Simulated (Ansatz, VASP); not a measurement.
# One calculation of KAlH5, two programs

```
K Al H
1.0
     3.59769    0.00000    0.00000
     0.00000    3.59769    0.00000
     0.00000    0.00000    6.39570
K Al H
1 1 5
Direct
  0.00000 0.00000 0.50000
  0.50000 0.50000 0.00000
  0.00000 0.50000 0.27251
  0.00000 0.50000 0.72749
  0.50000 0.00000 0.27251
  0.50000 0.00000 0.72749
  0.00000 0.00000 0.00000
```

Change from the starting cell: species swapped into the AlAsPt5 type (P4/mmm, No. 123).

Alike in both runs: task single point; functional PBE; k mesh 6 × 6 × 4; occupations gaussian, width 0.1 eV; no spin polarisation.

|  | VASP | Ansatz |
| --- | --- | --- |
| version | VASP 6.6.1 | Ansatz 0.2.0 |
| potentials or method | VASP PAW PBE potentials, release 64 (K_sv, Al, H), cutoff 520 eV | scalar-relativistic, plane waves, PAW |
| valence electrons in the cell | 17 | 17 |

Ansatz gave:

- gap on the k mesh at the Fermi level (eV): none
- pressure (GPa): -6.9
- traceless stress, the component that is largest in VASP (GPa): -3.36
- rms of the force components (eV/Å): 0.660

Which values does VASP return?

gap on the k mesh at the Fermi level (eV): none; pressure (GPa): -6.9; traceless stress, the component that is largest in VASP (GPa): -3.33; rms of the force components (eV/Å): 0.663.

Atom by atom the forces differ by 0.004 eV/Å (rms over components). A gap of «none» marks a metal or a gap that the smearing closes. With one functional, cell and mesh, what is left measures potentials, basis and numerics.
